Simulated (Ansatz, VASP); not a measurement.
## Two plane-wave programs on Sn3Te

INCAR

```
PREC     = Accurate       # precision mode
ENCUT    = 520            # plane-wave cutoff, eV
EDIFF    = 1E-7           # SCF threshold, eV
ISMEAR   = 0              # smearing method
SIGMA    = 0.1            # smearing width, eV
LREAL    = False          # projectors in reciprocal space
LASPH    = True           # aspherical terms in the spheres
NELM     = 100            # most SCF steps
ALGO     = Fast           # electronic algorithm
ISIF     = 2              # what is computed and relaxed
LWAVE    = False          # write WAVECAR
LCHARG   = False          # write CHGCAR
GGA      = PS             # functional
NBANDS   = 32             # bands
```

File KPOINTS:

```
regular mesh
0
Gamma
  10 10 10
```

Contents of POSCAR:

```
Sn3Te
1.0
    4.8604644407      0.0000000000      0.0000000000
    0.0000000000      4.8604644407      0.0000000000
    0.0000000000      0.0000000000      4.8604644407
Sn Te
3 1
Direct
    0.5000000000      0.5000000000      0.0000000000
    0.5000000000      0.0000000000      0.5000000000
    0.0000000000      0.5000000000      0.5000000000
    0.0000000000      0.0000000000      0.0000000000
```

Input for Ansatz:

```yaml
crystal:
  lattice:
    - [4.8604644407, 0.0, 0.0]
    - [0.0, 4.8604644407, 0.0]
    - [0.0, 0.0, 4.8604644407]
  atoms:
    - { symbol: Sn, position: [0.5, 0.5, 0.0] }
    - { symbol: Sn, position: [0.5, 0.0, 0.5] }
    - { symbol: Sn, position: [0.0, 0.5, 0.5] }
    - { symbol: Te, position: [0.0, 0.0, 0.0] }
basis:
  ecutwfc: 420
kpoints:
  mp_grid: { grid: [10, 10, 10] }
hamiltonian:
  xc: pbesol
scf:
  occupations: { method: gaussian, width: 0.1 }
output:
  forces: true
  stress: true
  eigenvalues: true
  write_density: true
  write_potential: true
  elf: true
  volumetric_format: npy
```

Alike in both runs: task single point; functional PBEsol; k mesh 10 × 10 × 10; occupations gaussian, width 0.1 eV; no spin polarisation.

```csv
,VASP,Ansatz
version,VASP 6.6.1,Ansatz 0.2.0
potentials or method,"VASP PAW PBE potentials, release 64 (Sn_d, Te), cutoff 520 eV","scalar-relativistic, plane waves, PAW"
valence electrons in the cell,48,58
```

```csv
,VASP,Ansatz,Ansatz less VASP
gap on the k mesh at the Fermi level (eV),none,none,-
pressure (GPa),-2.3,-2.3,+0.04
```

VASP's potentials were made for PBE, not for PBEsol. A gap of «none» marks a metal or a gap that the smearing closes. VASP's potentials hold 48 valence electrons a cell and Ansatz's 58, so a difference there can come from the potentials and not from the codes.

Spin-orbit coupling is off throughout.
